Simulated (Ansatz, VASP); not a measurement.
## Bi2Te3: VASP beside Ansatz

The input INCAR:

```
ALGO = Normal
DIPOL = 0.5 0.5 0.500
EDIFF = 1E-6
ENCUT = 520
GGA = PE
IDIPOL = 3
ISIF = 2
ISMEAR = 0
LASPH = True
LCHARG = False
LDIPOL = True
LREAL = False
LWAVE = False
NBANDS = 59
NELM = 60
PREC = Accurate
SIGMA = 0.1
```

The input KPOINTS:

```
k-points
0
Gamma
  9 9 1
```

The input POSCAR:

```
Bi2Te3
1.0
    4.4688133036      0.0000000000      0.0000000000
   -2.2344066518      3.8701058457      0.0000000000
    0.0000000000      0.0000000000     39.4659164882
Bi Te
4 6
Direct
    0.6666666667      0.3333333333      0.2787215141
    0.0000000000      0.0000000000      0.4715271933
    0.3333333333      0.6666666667      0.5284728067
    0.6666666667      0.3333333333      0.7212784859
    0.0000000000      0.0000000000      0.3241170189
    0.3333333333      0.6666666667      0.3751247301
    0.6666666667      0.3333333333      0.4261314215
    0.6666666667      0.3333333333      0.5738683115
    0.0000000000      0.0000000000      0.6248760227
    0.3333333333      0.6666666667      0.6758827141
```

Input for Ansatz:

```yaml
crystal:
  lattice:
    - [4.4688133036, 0.0, 0.0]
    - [-2.2344066518, 3.8701058457, 0.0]
    - [0.0, 0.0, 39.4659164882]
  atoms:
    - { symbol: Bi, position: [0.6666666667, 0.3333333333, 0.2787215141] }
    - { symbol: Te, position: [0.0, 0.0, 0.3241170189] }
    - { symbol: Te, position: [0.3333333333, 0.6666666667, 0.3751247301] }
    - { symbol: Te, position: [0.6666666667, 0.3333333333, 0.4261314215] }
    - { symbol: Bi, position: [0.0, 0.0, 0.4715271933] }
    - { symbol: Bi, position: [0.3333333333, 0.6666666667, 0.5284728067] }
    - { symbol: Te, position: [0.6666666667, 0.3333333333, 0.5738683115] }
    - { symbol: Te, position: [0.0, 0.0, 0.6248760227] }
    - { symbol: Te, position: [0.3333333333, 0.6666666667, 0.6758827141] }
    - { symbol: Bi, position: [0.6666666667, 0.3333333333, 0.7212784859] }
basis:
  ecutwfc: 420
kpoints:
  mp_grid: { grid: [9, 9, 1] }
hamiltonian:
  xc: pbe
scf:
  occupations: { method: gaussian, width: 0.1 }
output:
  forces: true
  stress: true
  eigenvalues: true
  write_density: true
  write_potential: true
  elf: true
  volumetric_format: npy
efield:
  axis: 3
  dipole_correction: true
  ramp_width: 0.04
```

Alike in both runs: task single point; functional PBE; k mesh 9 × 9 × 1; occupations gaussian, width 0.1 eV; no spin polarisation.

|  | VASP | Ansatz |
| --- | --- | --- |
| version | VASP 6.6.1 | Ansatz 0.2.0 |
| potentials or method | VASP PAW PBE potentials, release 64 (Bi_d, Te), cutoff 520 eV | scalar-relativistic, plane waves, PAW |
| valence electrons in the cell | 96 | 156 |

VASP gave:

- gap on the k mesh at the Fermi level (eV): none
- rms of the force components (eV/Å): 0.134

Question: Estimate Ansatz's values.

Answer: gap on the k mesh at the Fermi level (eV): none; rms of the force components (eV/Å): 0.137.

A gap of «none» marks a metal or a gap that the smearing closes. The functional is the same, so the differences come from potentials, cutoffs and numerics. VASP's potentials hold 96 valence electrons a cell and Ansatz's 156, so a difference there can come from the potentials and not from the codes. Ansatz's warnings: xc potential rough in thin density.

Spin-orbit coupling is off throughout.
